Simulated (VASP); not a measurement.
# Sn5As3 (P4/mmm) in VASP: notebook

The runs below take Sn5As3 through relaxation of cell and atoms, single point, with PBE.

Everything below comes from runs of VASP 6.6.1. Logs are shortened: lines on timing, memory, paths and dates and some standing lists are left out, and cuts for length are marked.

## (1) The cell of the first run

The structure is tetragonal, space group P4/mmm (No. 123). The conventional cell has a = 3.707 Å, b = 3.707 Å, c = 14.680 Å, α = 90.00°, β = 90.00°, γ = 90.00°. Sn (site symmetry 4mm) has 4 As at 3.18 Å and 10 Sn at 3.21 to 3.72 Å within 4.2 Å. Within 4.2 Å of Sn (site symmetry 4mm) lie 8 As at 3.20 Å and 6 Sn at 3.64 to 3.71 Å. Within 4.2 Å of Sn (site symmetry 4/mmm) lie 12 Sn at 3.21 to 3.71 Å and 2 As at 3.67 Å. As (site symmetry 4mm) has 9 Sn at 3.18 to 3.67 Å and 5 As at 3.67 to 3.71 Å within 4.2 Å. Within 4.2 Å of As (site symmetry 4/mmm) lie 8 Sn at 3.20 Å and 6 As at 3.67 to 3.71 Å.

The cell was generated, and may not be a known phase.

## (2) Relaxation of cell and atoms, PBE

INCAR reads:

```
SYSTEM = Sn5As3
PREC = Accurate ; ENCUT = 600
EDIFF = 1E-6 ; ISMEAR = 0
SIGMA = 0.2 ; LREAL = .FALSE.
LASPH = .TRUE. ; NELM = 80
ALGO = Normal ; ISIF = 3
LWAVE = .FALSE. ; LCHARG = .FALSE.
GGA = PE ; IBRION = 2
NSW = 36 ; EDIFFG = -0.08
```

KPOINTS reads:

```
Automatic mesh
0
G
  4 4 1
  0 0 0
```

POSCAR reads:

```
Sn5As3
1.0
    3.7073265000      0.0000000000      0.0000000000
    0.0000000000      3.7073265000      0.0000000000
    0.0000000000      0.0000000000     14.6804595200
Sn As
5 3
Direct
    0.0000000000      0.0000000000      0.8732289100
    0.0000000000      0.0000000000      0.1267710900
    0.0000000000      0.0000000000      0.3748377300
    0.0000000000      0.0000000000      0.6251622700
    0.5000000000      0.5000000000      0.0000000000
    0.5000000000      0.5000000000      0.2499350300
    0.5000000000      0.5000000000      0.5000000000
    0.5000000000      0.5000000000      0.7500649700
```

Potentials or basis: VASP PAW PBE potentials, release 64 (Sn_d, As).

Command:

```sh
$ cat potpaw_PBE.64/Sn_d/POTCAR potpaw_PBE.64/As/POTCAR > POTCAR
$ mpirun -np 1 vasp_std > vasp.out
```

OUTCAR:

```text
SYSTEM = Sn5As3
   PREC = Accurate
   ENCUT = 600
   EDIFF = 1E-6
   ISMEAR = 0
   LREAL = .FALSE.
   LASPH = .TRUE.
   NELM = 80
   ISIF = 3
   GGA = PE
   IBRION = 2
   NSW = 36
   EDIFFG = -0.08

 ion  position               nearest neighbor table
   1  0.000  0.000  0.873-   8 3.18   8 3.18   8 3.18   8 3.18   5 3.21   5 3.21   5 3.21   5 3.21
                             4 3.64   2 3.72
   2  0.000  0.000  0.127-   6 3.18   6 3.18   6 3.18   6 3.18   5 3.21   5 3.21   5 3.21   5 3.21
                             3 3.64   1 3.72
   3  0.000  0.000  0.375-   6 3.20   6 3.20   6 3.20   6 3.20   7 3.20   7 3.20   7 3.20   7 3.20
                             2 3.64   4 3.67
   4  0.000  0.000  0.625-   8 3.20   8 3.20   8 3.20   8 3.20   7 3.20   7 3.20   7 3.20   7 3.20
                             1 3.64   3 3.67
   5  0.500  0.500  0.000-   1 3.21   2 3.21   1 3.21   2 3.21   1 3.21   2 3.21   1 3.21   2 3.21

   6  0.500  0.500  0.250-   2 3.18   2 3.18   2 3.18   2 3.18   3 3.20   3 3.20   3 3.20   3 3.20

   7  0.500  0.500  0.500-   3 3.20   4 3.20   3 3.20   4 3.20   3 3.20   4 3.20   3 3.20   4 3.20

   8  0.500  0.500  0.750-   1 3.18   1 3.18   1 3.18   1 3.18   4 3.20   4 3.20   4 3.20   4 3.20

  LATTYP: Found a simple tetragonal cell.
 ALAT       =     3.7073265000
 C/A-ratio  =     3.9598507226

  Lattice vectors:

 A1 = (   3.7073265000,   0.0000000000,   0.0000000000)
 A2 = (   0.0000000000,   3.7073265000,   0.0000000000)
 A3 = (   0.0000000000,   0.0000000000,  14.6804595200)

Analysis of symmetry for initial positions (statically):
=====================================================================
 Subroutine PRICEL returns:
 Original cell was already a primitive cell.

 Routine SETGRP: Setting up the symmetry group for a
 simple tetragonal supercell.

 Subroutine GETGRP returns: Found 16 space group operations
 (whereof 16 operations were pure point group operations)
 out of a pool of 16 trial point group operations.

The static configuration has the point symmetry D_4h.

Analysis of symmetry for dynamics (positions and initial velocities):
=====================================================================
 Subroutine PRICEL returns:
 Original cell was already a primitive cell.

 Routine SETGRP: Setting up the symmetry group for a
 simple tetragonal supercell.

 Subroutine GETGRP returns: Found 16 space group operations
 (whereof 16 operations were pure point group operations)
 out of a pool of 16 trial point group operations.

The dynamic configuration has the point symmetry D_4h.

[... 95 lines left out ...]
   IBRION =      2    ionic relax: 0-MD 1-quasi-New 2-CG
   NFREE  =      1    steps in history (QN), initial steepest desc. (CG)
   ISIF   =      3    stress and relaxation
   ISYM   =      2    0-nonsym 1-usesym 2-fastsym
   POTIM  = 0.5000    time-step for ionic-motion
   TEBEG  =    0.0;   TEEND  =   0.0 temperature during run
   PSTRESS=    0.0 pullay stress
   NELECT =      85.0000    total number of electrons
   NUPDOWN=      -1.0000    fix difference up-down
   EMIN   =  10.00;   EMAX   =-10.00  energy-range for DOS
   EFERMI =   0.00;   METHOD = LEGACY
   ISMEAR =     0;   SIGMA  =   0.20  broadening in eV -4-tet -1-fermi 0-gaus
   EFERMI_NEDOS =   21; number of points for ismear=-14 and -15
   IALGO  =     38    algorithm
   IMIX   =      4    mixing-type and parameters
     AMIX     =   0.40;   BMIX     =  1.00
     AMIX_MAG =   1.60;   BMIX_MAG =  1.00
  volume/ion in A,a.u.               =      25.22       170.20
  Fermi-wavevector in a.u.,A,eV,Ry     =   1.227234  2.319136 20.491778  1.506103
  Thomas-Fermi vector in A             =   2.362205
   LORBIT       =      0    0 simple, 1 ext, 2 COOP (PROOUT), +10 PAW based schemes
   GGA     = PE    functional components
   LHFCALC =     F    Hartree Fock is set to
   AEXX    =    0.0000 exact exchange contribution
   IVDW    =     0    specifies the selected vdW correction
   LEPSILON=     F    determine dielectric tensor
   LRPA    =     F    only Hartree local field effects (RPA)
 conjugate gradient relaxation of ions
 non-spin polarized calculation
 Gauss-broadening in eV      SIGMA  =   0.20
  energy-cutoff  :      600.00
  volume of cell :      201.77
 maximum number of plane-waves:      6803
 NGX is ok and might be reduce to    30
   NGX = 15   NGY = 15   NGZ = 59

--------------------------------------- Ionic step        1  -------------------------------------------

 number of electron      84.9999968 magnetization

 Free energy of the ion-electron system (eV)
  ---------------------------------------------------
  ext. energy  EPLUGINS =         0.00000000
  ---------------------------------------------------
  free energy    TOTEN  =       -31.70054743 eV

  energy without entropy =      -31.55886803  energy(sigma->0) =      -31.62970773

------------------------ aborting loop because EDIFF is reached ----------------------------------------

  FORCE on cell =-STRESS in cart. coord.  units (eV):
  Direction    XX          YY          ZZ          XY          YZ          ZX
  --------------------------------------------------------------------------------------
  -------------------------------------------------------------------------------------
  Total       -2.1021520     -2.1021520     -3.3649304      0.0000000      0.0000000      0.0000000
  in kB      -16.6921924    -16.6921924    -26.7193169      0.0000000      0.0000000      0.0000000
  external PRESSURE =     -20.0345672 kB  Pullay stress =       0.0000000 kB
[... 107 lines left out ...]
  FREE ENERGIE OF THE ION-ELECTRON SYSTEM (eV)
  ---------------------------------------------------
  free  energy   TOTEN  =       -31.8259465916 eV

  energy  without entropy=      -31.6855977684  energy(sigma->0) =      -31.75577218

[... ionic steps 4 to 9 ...]

--------------------------------------- Ionic step       10  -------------------------------------------

 number of electron      85.0000017 magnetization

------------------------ aborting loop because EDIFF is reached ----------------------------------------
[... 79 lines left out ...]
--------------------------------------- Ionic step       12  -------------------------------------------

 number of electron      85.0000001 magnetization

 Free energy of the ion-electron system (eV)
  ---------------------------------------------------
  ext. energy  EPLUGINS =         0.00000000
  ---------------------------------------------------
  free energy    TOTEN  =       -32.05859468 eV

  energy without entropy =      -31.94388736  energy(sigma->0) =      -32.00124102

 E-fermi :   7.3694     XC(G=0): -10.3941

 val. band max:        7.1142360216   @ k =   0.2500   0.2500   0.0000
 cond. band min:       7.4332345413   @ k =   0.2500   0.2500   0.0000
 fundamental gap:      0.3189985198
 Fermi energy:         7.3694260479

 k-point     1 :       0.0000    0.0000    0.0000
  band No.  band energies     occupation
      1     -14.4029      2.00000
      2     -14.4029      2.00000
      3     -14.3773      2.00000
      4     -14.3773      2.00000
      5     -14.3331      2.00000
      6     -14.3241      2.00000
[... 348 lines left out ...]
  FREE ENERGIE OF THE ION-ELECTRON SYSTEM (eV)
  ---------------------------------------------------
  free  energy   TOTEN  =       -32.0585946833 eV

  energy  without entropy=      -31.9438873610  energy(sigma->0) =      -32.00124102

 reached required accuracy - stopping structural energy minimisation
```

OSZICAR:

```text
N       E                     dE             d eps       ncg     rms          rms(c)
DAV:   1     0.961133393429E+03    0.96113E+03   -0.42928E+04   628   0.252E+03
DAV:   2     0.131856900691E+03   -0.82928E+03   -0.81300E+03   612   0.686E+02
DAV:   3    -0.198315575859E+02   -0.15169E+03   -0.14793E+03   680   0.226E+02
[... 126 lines left out ...]
DAV:   3    -0.320590619653E+02    0.94512E-03   -0.17426E-03   906   0.300E-01    0.125E-01
DAV:   4    -0.320587737490E+02    0.28822E-03   -0.11867E-03   850   0.264E-01    0.683E-02
DAV:   5    -0.320585855538E+02    0.18820E-03   -0.50985E-04   874   0.162E-01    0.113E-02
DAV:   6    -0.320585954360E+02   -0.98822E-05   -0.14289E-04   676   0.724E-02    0.730E-03
DAV:   7    -0.320585946833E+02    0.75268E-06   -0.53941E-06   657   0.157E-02
  12 F= -.32058595E+02 E0= -.32001241E+02  d E =-.571078E-01
```

CONTCAR:

```text
Sn5As3
   1.00000000000000
     3.6365444641757647   -0.0000000000000000   -0.0000000000000000
     0.0000000000000000    3.6365444641757647    0.0000000000000000
     0.0000000000000000   -0.0000000000000000   14.8295347114665965
  Sn              As
     5     3
Direct
     0.0000000000000000    1.0000000000000000    0.8522314780996162
     1.0000000000000000    0.0000000000000000    0.1477685219003838
     0.0000000000000000    0.0000000000000000    0.3784882444681626
     0.0000000000000000    0.0000000000000000    0.6215117555318375
     0.5000000000000000    0.5000000000000000    0.0000000000000000
     0.5000000000000000    0.5000000000000000    0.2435518958261990
     0.5000000000000000    0.5000000000000000    0.5000000000000000
     0.5000000000000000    0.5000000000000000    0.7564481041738010

  0.00000000E+00  0.00000000E+00  0.00000000E+00
  0.00000000E+00  0.00000000E+00  0.00000000E+00
  0.00000000E+00  0.00000000E+00  0.00000000E+00
  0.00000000E+00  0.00000000E+00  0.00000000E+00
  0.00000000E+00  0.00000000E+00  0.00000000E+00
  0.00000000E+00  0.00000000E+00  0.00000000E+00
  0.00000000E+00  0.00000000E+00  0.00000000E+00
  0.00000000E+00  0.00000000E+00  0.00000000E+00
```

Run time: 8.1 min. Hardware: 1 thread of AMD EPYC 9R45 (Zen 5), shared host; peak memory 0.32 GiB.

What came out:

- Free energy: -32.0586 eV
- Relaxed volume: 24.51 Å³/atom
- Relaxed cell: a = 3.637 Å, b = 3.637 Å, c = 14.830 Å, α = 90.00°, β = 90.00°, γ = 90.00°
- Space group after relaxing (to 0.1 Å): P4/mmm (No. 123)
- Energy gained by relaxing: 44.8 meV/atom
- Ionic steps: 12
- Pressure after relaxing: -0.1 GPa
- Largest force after relaxing: 0.079 eV/Å
- Band gap on the k mesh: zero (an odd number of electrons rules out a gap without spin polarisation)

Forces in eV/Å, atoms in the order of the input:
```
Sn   0.000  0.000 -0.052
Sn   0.000  0.000  0.052
Sn   0.000  0.000  0.079
Sn   0.000  0.000 -0.079
Sn   0.000  0.000  0.000
As   0.000  0.000 -0.032
As   0.000  0.000  0.000
As   0.000  0.000  0.032
```

Step by step:
```tsv
step	energy change (eV)	largest force (eV/Å)	pressure (GPa)	volume (Å³)
1	0.0000	0.8051	-2.00	201.77
2	-0.1185	0.7831	0.32	192.70
3	-0.1254	0.7605	1.16	189.97
4	-0.2105	0.5541	1.10	190.35
5	-0.2784	0.1676	1.32	190.98
6	-0.2935	0.1645	-0.95	198.82
7	-0.3009	0.1360	-0.17	195.86
8	-0.3106	0.1282	-0.20	195.91
9	-0.3393	0.1124	-0.20	196.03
10	-0.3534	0.0523	0.09	196.12
11	-0.3572	0.0831	-0.09	196.11
12	-0.3580	0.0790	-0.06	196.11
```

Final structure:
```
Sn As
1.0
     3.63654    0.00000    0.00000
     0.00000    3.63654    0.00000
     0.00000    0.00000   14.82953
Sn As
5 3
Direct
  0.00000 0.00000 0.85223
  0.00000 0.00000 0.14777
  0.00000 0.00000 0.37849
  0.00000 0.00000 0.62151
  0.50000 0.50000 0.00000
  0.50000 0.50000 0.24355
  0.50000 0.50000 0.50000
  0.50000 0.50000 0.75645
```

Levels at points of the mesh, in eV from the Fermi level:
```csv
k point,band 38,band 39,band 40,band 41,band 42,band 43,band 44,band 45,band 46,band 47
"(0.00, 0.00, 0.00)",-1.09,-0.94,-0.74,-0.46,-0.46,1.45,1.52,2.04,2.04,2.97
"(0.50, 0.00, 0.00)",-2.13,-1.95,0.45,0.54,0.69,0.82,0.94,1.52,2.84,2.86
"(0.50, 0.50, 0.00)",-4.09,-4.09,-2.33,-2.01,-2.01,-1.43,-1.43,-1.37,-1.00,-0.60
```

Caveat: the k points lie up to 0.43 Å⁻¹ apart in the final cell, too coarse for converged energies and pressures of a metal; spin-orbit coupling is left out, which moves the levels of the heavy elements; the relaxation stopped at a loose force limit of 0.08 eV/Å, so its end isn't a converged minimum.

## (3) Single point, PBE

This run uses another cell than the first one, of 24.83 Å³/atom.

INCAR reads:

```
PREC = Accurate
ENCUT = 520
EDIFF = 1E-7
ISMEAR = 0
SIGMA = 0.1
LREAL = False
LASPH = True
NELM = 60
ALGO = Fast
ISIF = 2
LWAVE = False
LCHARG = False
GGA = PE
NBANDS = 52
```

KPOINTS reads:

```
regular mesh
0
Gamma
  8 8 2
```

POSCAR reads:

```
Sn5As3
1.0
    3.6258889624      0.0000000000      0.0000000000
    0.0000000000      3.6258889624      0.0000000000
    0.0000000000      0.0000000000     15.1073081492
Sn As
5 3
Direct
    0.0000000000      0.0000000000      0.2282486476
    0.5000000000      0.5000000000      0.6101491217
    0.5000000000      0.5000000000      0.3898508783
    0.0000000000      0.0000000000      0.7717513524
    0.0000000000      0.0000000000      0.0000000000
    0.5000000000      0.5000000000      0.1292737603
    0.5000000000      0.5000000000      0.8707262397
    0.0000000000      0.0000000000      0.5000000000
```

Potentials or basis: VASP PAW PBE potentials, release 64 (Sn_d, As).

Command:

```sh
$ cat potpaw_PBE.64/Sn_d/POTCAR potpaw_PBE.64/As/POTCAR > POTCAR
$ mpirun -np 1 vasp_std > vasp.out
```

Wall time 4.4 min (1 thread of AMD EPYC 9R45 (Zen 5), shared host); peak memory 0.38 GiB.

It converged, with:

```yaml
Free_energy: -32.5125 eV
Pressure: 0.0 GPa
Largest_force: 0.005 eV/Å
Band_gap_on_the_k_mesh: zero (an odd number of electrons rules out a gap without spin polarisation)
```

Forces in eV/Å, atoms in the order of the input:
```
Sn   0.000  0.000  0.000
Sn   0.000  0.000  0.005
Sn   0.000  0.000 -0.005
Sn   0.000  0.000  0.000
Sn   0.000  0.000  0.000
As   0.000  0.000 -0.004
As   0.000  0.000  0.004
As   0.000  0.000  0.000
```

Levels at points of the mesh, in eV from the Fermi level:
```tsv
k point	band 38	band 39	band 40	band 41	band 42	band 43	band 44	band 45	band 46	band 47
(0.00, 0.00, 0.00)	-0.91	-0.91	-0.79	-0.59	-0.59	1.62	1.67	2.78	2.81	2.81
(0.50, 0.00, 0.00)	-2.44	-2.12	0.60	0.68	0.86	0.90	1.14	1.66	2.25	3.17
(0.50, 0.50, 0.00)	-4.22	-4.22	-1.90	-1.68	-1.51	-1.51	-1.35	-1.35	-0.44	-0.13
(0.00, 0.00, 0.50)	-1.07	-1.07	-0.65	-0.52	-0.52	1.19	2.45	2.45	2.50	2.51
(0.50, 0.00, 0.50)	-1.17	-0.76	-0.26	0.00	0.60	0.68	0.85	2.81	2.92	3.17
(0.50, 0.50, 0.50)	-4.04	-4.04	-2.03	-2.03	-1.65	-1.41	-1.11	-0.70	-0.42	-0.42
```

Caveat: spin-orbit coupling is left out, which moves the levels of the heavy elements.

The gap in the log of VASP goes by the Fermi energy; the results here count the filled bands.